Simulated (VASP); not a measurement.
# TiPt3 (P4/mmm) in VASP: single point with PBEsol

Aim: the single point of TiPt3 with PBEsol.

Everything below comes from runs of VASP 6.6.1. Logs are shortened: lines on timing, memory, paths and dates and some standing lists are left out, and cuts for length are marked.

## (1) The cell of the first run

The structure is tetragonal, space group P4/mmm (No. 123). The conventional cell has a = 3.724 Å, b = 3.724 Å, c = 4.083 Å, α = 90.00°, β = 90.00°, γ = 90.00°. Ti (site symmetry 4/mmm) has 12 Pt at 2.63 to 2.76 Å within 3.5 Å. Pt (site symmetry mmm) has 8 Pt at 2.63 to 2.76 Å and 4 Ti at 2.76 Å within 3.5 Å. Within 3.5 Å of Pt (site symmetry 4/mmm) lie 4 Ti at 2.63 Å and 8 Pt at 2.76 Å.

## (2) Single point, PBEsol (biaxial strain in the a-b plane: -4.5 %, then relaxed in part)

File INCAR:

```
PREC     = Accurate       # precision mode
ENCUT    = 520            # plane-wave cutoff, eV
EDIFF    = 1E-6           # SCF threshold, eV
ISMEAR   = 0              # smearing method
SIGMA    = 0.1            # smearing width, eV
LREAL    = F              # projectors in reciprocal space
LASPH    = T              # aspherical terms in the spheres
NELM     = 80             # most SCF steps
ALGO     = Fast           # electronic algorithm
ISIF     = 2              # what is computed and relaxed
LWAVE    = F              # write WAVECAR
LCHARG   = F              # write CHGCAR
GGA      = PS             # functional
NBANDS   = 29             # bands
```

File KPOINTS:

```
regular mesh
0
Gamma
  14 14 14
```

File POSCAR:

```
TiPt3
1.0
    3.7238828076      0.0000000000      0.0000000000
    0.0000000000      3.7238828076      0.0000000000
    0.0000000000      0.0000000000      4.0830998262
Ti Pt
1 3
Direct
    0.0000000000      0.0000000000      0.0000000000
    0.0000000000      0.5000000000      0.5000000000
    0.5000000000      0.0000000000      0.5000000000
    0.5000000000      0.5000000000      0.0000000000
```

Potentials or basis: VASP PAW PBE potentials, release 64 (Ti_sv, Pt).

Launch:

```
> cat potpaw_PBE.64/Ti_sv/POTCAR potpaw_PBE.64/Pt/POTCAR > POTCAR
> mpirun -np 1 vasp_std > vasp.out
```

OUTCAR:

```text
PREC = Accurate
   ENCUT = 520
   EDIFF = 1E-6
   ISMEAR = 0
   LREAL = F
   LASPH = T
   NELM = 80
   ISIF = 2
   GGA = PS

 ion  position               nearest neighbor table
   1  0.000  0.000  0.000-   4 2.63   4 2.63   4 2.63   4 2.63   3 2.76   2 2.76   3 2.76   2 2.76
                             3 2.76   2 2.76   3 2.76   2 2.76
   2  0.000  0.500  0.500-   3 2.63   3 2.63   3 2.63   3 2.63   4 2.76   1 2.76   1 2.76   1 2.76
                             4 2.76   4 2.76   4 2.76   1 2.76
   3  0.500  0.000  0.500-   2 2.63   2 2.63   2 2.63   2 2.63   4 2.76   1 2.76   4 2.76   4 2.76
                             1 2.76   4 2.76   1 2.76   1 2.76
   4  0.500  0.500  0.000-   1 2.63   1 2.63   1 2.63   1 2.63   3 2.76   2 2.76   3 2.76   3 2.76
                             3 2.76   2 2.76   2 2.76   2 2.76

  LATTYP: Found a simple tetragonal cell.
 ALAT       =     3.7238828076
 C/A-ratio  =     1.0964630299

  Lattice vectors:

 A1 = (   3.7238828076,   0.0000000000,   0.0000000000)
 A2 = (   0.0000000000,   3.7238828076,   0.0000000000)
 A3 = (   0.0000000000,   0.0000000000,   4.0830998262)

Analysis of symmetry for initial positions (statically):
=====================================================================
 Subroutine PRICEL returns:
 Original cell was already a primitive cell.

 Routine SETGRP: Setting up the symmetry group for a
 simple tetragonal supercell.

 Subroutine GETGRP returns: Found 16 space group operations
 (whereof 16 operations were pure point group operations)
 out of a pool of 16 trial point group operations.

The static configuration has the point symmetry D_4h.

Analysis of symmetry for dynamics (positions and initial velocities):
=====================================================================
 Subroutine PRICEL returns:
 Original cell was already a primitive cell.

 Routine SETGRP: Setting up the symmetry group for a
 simple tetragonal supercell.

 Subroutine GETGRP returns: Found 16 space group operations
 (whereof 16 operations were pure point group operations)
 out of a pool of 16 trial point group operations.

The dynamic configuration has the point symmetry D_4h.

 Subroutine INISYM returns: Found 16 space group operations
 (whereof 16 operations are pure point group operations),
 and found     1 'primitive' translations

----------------------------------------------------------------------------------------

                                     Primitive cell

  volume of cell :      56.6216

  direct lattice vectors                    reciprocal lattice vectors
     3.723882808  0.000000000  0.000000000     0.268536915  0.000000000  0.000000000
     0.000000000  3.723882808  0.000000000     0.000000000  0.268536915  0.000000000
     0.000000000  0.000000000  4.083099826     0.000000000  0.000000000  0.244911965

  length of vectors
     3.723882808  3.723882808  4.083099826     0.268536915  0.268536915  0.244911965

  position of ions in fractional coordinates (direct lattice)
     0.000000000  0.000000000  0.000000000
     0.000000000  0.500000000  0.500000000
     0.500000000  0.000000000  0.500000000
     0.500000000  0.500000000  0.000000000

  ion indices of the primitive-cell ions
   primitive index   ion index
                 1           1
                 2           2
                 3           3
                 4           4

----------------------------------------------------------------------------------------

 KPOINTS: regular mesh

Automatic generation of k-mesh.
 Grid dimensions read from file:
 generate k-points for:   14   14   14

 Generating k-lattice:

  Cartesian coordinates                     Fractional coordinates (reciprocal lattice)
     0.019181208  0.000000000  0.000000000     0.071428571  0.000000000  0.000000000
     0.000000000  0.019181208  0.000000000     0.000000000  0.071428571  0.000000000
     0.000000000  0.000000000  0.017493712     0.000000000  0.000000000  0.071428571

  Length of vectors
     0.019181208  0.019181208  0.017493712

  Shift w.r.t. Gamma in fractional coordinates (k-lattice)
     0.000000000  0.000000000  0.000000000

 Subroutine IBZKPT returns following result:
 ===========================================

 Found    288 irreducible k-points:

 Following reciprocal coordinates:
            Coordinates               Weight
  0.000000  0.000000  0.000000      1.000000
  0.071429  0.000000  0.000000      4.000000
  0.142857  0.000000  0.000000      4.000000
  0.214286  0.000000  0.000000      4.000000
  0.285714  0.000000  0.000000      4.000000
  0.357143  0.000000  0.000000      4.000000
[... 16 lines left out ...]
  0.285714  0.214286  0.000000      8.000000
  0.357143  0.214286  0.000000      8.000000
 [... further k-points ...]
   k-points           NKPTS =    288   k-points in BZ     NKDIM =    288   number of bands    NBANDS=     29
   number of dos      NEDOS =    301   number of ions     NIONS =      4
   total plane-waves  NPLWV =  23520
   dimension x,y,z NGX =    28 NGY =   28 NGZ =   30
   dimension x,y,z NGXF=    56 NGYF=   56 NGZF=   60
   ions per type =               1   3
   NGX,Y,Z   is equivalent  to a cutoff of  12.50, 12.50, 12.21 a.u.
   NGXF,Y,Z  is equivalent  to a cutoff of  25.00, 25.00, 24.43 a.u.
 SYSTEM =  unknown system
   PREC   = accura    normal or accurate (medium, high low for compatibility)
   ISTART =      0    job   : 0-new  1-cont  2-samecut
   ICHARG =      2    charge: 1-file 2-atom 10-const
   ISPIN  =      1    spin polarized calculation?
   LNONCOLLINEAR =      F non collinear calculations
   LSORBIT =      F    spin-orbit coupling
   LASPH  =      T    aspherical Exc in radial PAW
   ENCUT  =  520.0 eV  38.22 Ry    6.18 a.u.   6.92  6.92  7.59*2*pi/ulx,y,z
   NELM   =     80;   NELMIN=  2; NELMDL= -5     # of ELM steps
   EDIFF  = 0.1E-05   stopping-criterion for ELM
   LREAL  =      F    real-space projection
   EDIFFG = 0.1E-04   stopping-criterion for IOM
   NSW    =      0    number of steps for IOM
   IBRION =     -1    ionic relax: 0-MD 1-quasi-New 2-CG
   NFREE  =      0    steps in history (QN), initial steepest desc. (CG)
   ISIF   =      2    stress and relaxation
   ISYM   =      2    0-nonsym 1-usesym 2-fastsym
   POTIM  = 0.5000    time-step for ionic-motion
   TEBEG  =    0.0;   TEEND  =   0.0 temperature during run
   PSTRESS=    0.0 pullay stress
   NELECT =      42.0000    total number of electrons
   NUPDOWN=      -1.0000    fix difference up-down
   EMIN   =  10.00;   EMAX   =-10.00  energy-range for DOS
   EFERMI =   0.00;   METHOD = LEGACY
   ISMEAR =     0;   SIGMA  =   0.10  broadening in eV -4-tet -1-fermi 0-gaus
   EFERMI_NEDOS =   21; number of points for ismear=-14 and -15
   IALGO  =     68    algorithm
   IMIX   =      4    mixing-type and parameters
     AMIX     =   0.40;   BMIX     =  1.00
     AMIX_MAG =   1.60;   BMIX_MAG =  1.00
  volume/ion in A,a.u.               =      14.16        95.53
  Fermi-wavevector in a.u.,A,eV,Ry     =   1.481940  2.800460 29.880379  2.196146
  Thomas-Fermi vector in A             =   2.595788
   LORBIT       =      0    0 simple, 1 ext, 2 COOP (PROOUT), +10 PAW based schemes
   GGA     = PS    functional components
   LHFCALC =     F    Hartree Fock is set to
   AEXX    =    0.0000 exact exchange contribution
   IVDW    =     0    specifies the selected vdW correction
   LEPSILON=     F    determine dielectric tensor
   LRPA    =     F    only Hartree local field effects (RPA)
 non-spin polarized calculation
 RMM-DIIS sequential band-by-band and
 Gauss-broadening in eV      SIGMA  =   0.10
  energy-cutoff  :      520.00
  volume of cell :       56.62
 maximum number of plane-waves:      1552
 NGX is ok and might be reduce to    28
   NGX = 13   NGY = 13   NGZ = 15

 number of electron      42.0000003 magnetization

 Free energy of the ion-electron system (eV)
  ---------------------------------------------------
  ext. energy  EPLUGINS =         0.00000000
  ---------------------------------------------------
  free energy    TOTEN  =       -32.42400093 eV

  energy without entropy =      -32.41783734  energy(sigma->0) =      -32.42091913

 E-fermi :  12.5156     XC(G=0): -13.6779

 val. band max:       12.5151264938   @ k =   0.4286   0.1429   0.0714
 cond. band min:      12.5229912290   @ k =   0.0000   0.0000   0.0714
 fundamental gap:      0.0078647351
 Fermi energy:        12.5155815296

 k-point     1 :       0.0000    0.0000    0.0000
  band No.  band energies     occupation
      1     -45.3691      2.00000
      2     -21.7167      2.00000
      3     -21.7024      2.00000
      4     -21.7024      2.00000
      5       1.7924      2.00000
      6       4.5844      2.00000
[... 21 lines left out ...]
     28      15.1080      0.00000
     29      20.3629      0.00000

 k-point     2 :       0.0714    0.0000    0.0000
  band No.  band energies     occupation
      1     -45.3690      2.00000
      2     -21.7169      2.00000
      3     -21.7049      2.00000
      4     -21.7030      2.00000
      5       1.8687      2.00000
      6       4.6364      2.00000
[... 21 lines left out ...]
     28      15.6834      0.00000
     29      20.3229      0.00000

 k-point     3 :       0.1429    0.0000    0.0000
  band No.  band energies     occupation
      1     -45.3685      2.00000
      2     -21.7176      2.00000
      3     -21.7118      2.00000
      4     -21.7044      2.00000
      5       2.0943      2.00000
      6       4.7870      2.00000
[... 21 lines left out ...]
     28      16.6393      0.00000
     29      20.1447      0.00000

 k-point     4 :       0.2143    0.0000    0.0000
  band No.  band energies     occupation
      1     -45.3677      2.00000
      2     -21.7217      2.00000
      3     -21.7185      2.00000
      4     -21.7066      2.00000
      5       2.4582      2.00000
      6       5.0188      2.00000
[... 21 lines left out ...]
     28      17.6758      0.00000
     29      19.8177      0.00000

 k-point     5 :       0.2857    0.0000    0.0000
  band No.  band energies     occupation
      1     -45.3669      2.00000
      2     -21.7326      2.00000
      3     -21.7196      2.00000
      4     -21.7090      2.00000
      5       2.9375      2.00000
      6       5.2870      2.00000
[... 21 lines left out ...]
     28      18.7261      0.00000
     29      19.4363      0.00000
[... 510 lines left out ...]
     28      19.9853      0.00000
     29      20.4924      0.00000

 k-point    22 :       0.2143    0.2143    0.0000
  band No.  band energies     occupation
      1     -45.3668      2.00000
      2     -21.7280      2.00000
      3     -21.7202      2.00000
      4     -21.7152      2.00000
      5       3.0472      2.00000
      6       5.4079      2.00000
[... 21 lines left out ...]
     28      17.8035      0.00000
     29      19.5097      0.00000

 k-point    23 :       0.2857    0.2143    0.0000
  band No.  band energies     occupation
      1     -45.3662      2.00000
      2     -21.7335      2.00000
      3     -21.7211      2.00000
      4     -21.7181      2.00000
      5       3.4747      2.00000
      6       5.6577      2.00000
[... 21 lines left out ...]
     28      18.6452      0.00000
     29      19.1703      0.00000

 k-point    24 :       0.3571    0.2143    0.0000
  band No.  band energies     occupation
      1     -45.3657      2.00000
      2     -21.7393      2.00000
      3     -21.7219      2.00000
      4     -21.7200      2.00000
      5       3.9751      2.00000
      6       5.8917      2.00000
[... 21 lines left out ...]
     28      18.9314      0.00000
     29      19.5423      0.00000

 [... further k-points ...]
[... 5 lines left out ...]
  --------------------------------------------------------------------------------------
  -------------------------------------------------------------------------------------
  Total        7.9161382      7.9161382     -0.0712148      0.0000000      0.0000000      0.0000000
  in kB      223.9968655    223.9968655     -2.0151118      0.0000000      0.0000000      0.0000000
  external PRESSURE =     148.6595397 kB  Pullay stress =       0.0000000 kB

 VOLUME and BASIS-vectors are now :
 -----------------------------------------------------------------------------
  energy-cutoff  :      520.00
  volume of cell :       56.62
      direct lattice vectors                 reciprocal lattice vectors
     3.723882808  0.000000000  0.000000000     0.268536915  0.000000000  0.000000000
     0.000000000  3.723882808  0.000000000     0.000000000  0.268536915  0.000000000
     0.000000000  0.000000000  4.083099826     0.000000000  0.000000000  0.244911965

 POSITION                                       TOTAL-FORCE (eV/Angst)
 -----------------------------------------------------------------------------------
      0.00000      0.00000      0.00000         0.000000      0.000000      0.000000
      0.00000      1.86194      2.04155         0.000000      0.000000      0.000000
      1.86194      0.00000      2.04155         0.000000      0.000000      0.000000
      1.86194      1.86194      0.00000         0.000000      0.000000      0.000000
 -----------------------------------------------------------------------------------
    total drift:                                0.000000      0.000000      0.000000

  FREE ENERGIE OF THE ION-ELECTRON SYSTEM (eV)
  ---------------------------------------------------
  free  energy   TOTEN  =       -32.4240009259 eV

  energy  without entropy=      -32.4178373398  energy(sigma->0) =      -32.42091913
```

Run time: 9.6 min. Hardware: 1 thread of Intel Xeon Platinum 8488C (Sapphire Rapids), shared host; peak memory 0.47 GiB.

Results:

- Free energy: -32.4240 eV
- Pressure: 14.9 GPa
- Band gap on the k mesh: zero (bands 21 and 22 overlap by 1.12 eV)

Stress tensor (GPa, compression positive):
```
22.40  0.00  0.00
 0.00 22.40  0.00
 0.00  0.00 -0.20
```

Caveat: the cell differs from its parent crystal (biaxial strain in the a-b plane: -4.5 %, then relaxed in part); the stress differs along the axes, from -0 to 22 GPa; the PAW data sets were made with another functional, which shifts forces and pressure a little; spin-orbit coupling is left out, which moves the levels of the heavy elements.
